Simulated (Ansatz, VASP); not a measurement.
## One calculation of In, two programs

File INCAR:

```
  PREC = Accurate
  ENCUT = 520
  EDIFF = 1E-6
  ISMEAR = -1
  SIGMA = 0.1
  LREAL = False
  LASPH = True
  NELM = 80
  ALGO = Normal
  ISIF = 2
  LWAVE = False
  LCHARG = False
  GGA = B5
  ALDAX = 1.0
  AGGAX = 1.0
  AGGAC = 1.0
  ALDAC = 0.0
  NBANDS = 20
```

Contents of KPOINTS:

```
regular mesh
0
Gamma
  12 12 6
```

POSCAR

```
In
1.0
    3.6970981094      0.0000000000      0.0000000000
   -1.8485490547      3.2017808830      0.0000000000
    0.0000000000      0.0000000000      5.9415627170
In
2
Direct
    0.3333333333      0.6666666667      0.2500000000
    0.6666666667      0.3333333333      0.7500000000
```

Input for Ansatz:

```yaml
crystal:
  lattice:
    - [3.6970981094, 0.0, 0.0]
    - [-1.8485490547, 3.201780883, 0.0]
    - [0.0, 0.0, 5.941562717]
  atoms:
    - { symbol: In, position: [0.3333333333, 0.6666666667, 0.25] }
    - { symbol: In, position: [0.6666666667, 0.3333333333, 0.75] }
hamiltonian:
  xc: blyp
  pseudopotentials:
    kind: paw
    azcp:
      In: "pseudopotentials/In.paw.azcp"
basis:
  ecutwfc: 420
  fft_grid_basis: typed
kpoints:
  mp_grid: { grid: [12, 12, 6], shift: [0, 0, 0] }
magnetization:
  spin_polarized: false
scf:
  occupations: { method: fermi_dirac, width: 0.1 }
  lower_state_search: "off"
output:
  stress: true
```

Alike in both runs: task single point; functional BLYP; k mesh 12 × 12 × 6; occupations fermi-dirac, width 0.1 eV; no spin polarisation.

|  | VASP | Ansatz |
| --- | --- | --- |
| version | VASP 6.6.1 | Ansatz 0.2.0 |
| potentials or method | VASP PAW PBE potentials, release 64 (In_d), cutoff 520 eV | plane waves (420 eV) with PAW, scalar-relativistic |
| valence electrons in the cell | 26 | 26 |

```csv
,VASP,Ansatz,Ansatz less VASP
pressure (GPa),-1.9,-1.8,+0.05
"traceless stress, the component that is largest in VASP (GPa)",-0.28,-0.29,-0.009
```

VASP's potentials were made for PBE, not for BLYP. With one functional, cell and mesh, what is left measures potentials, basis and numerics.
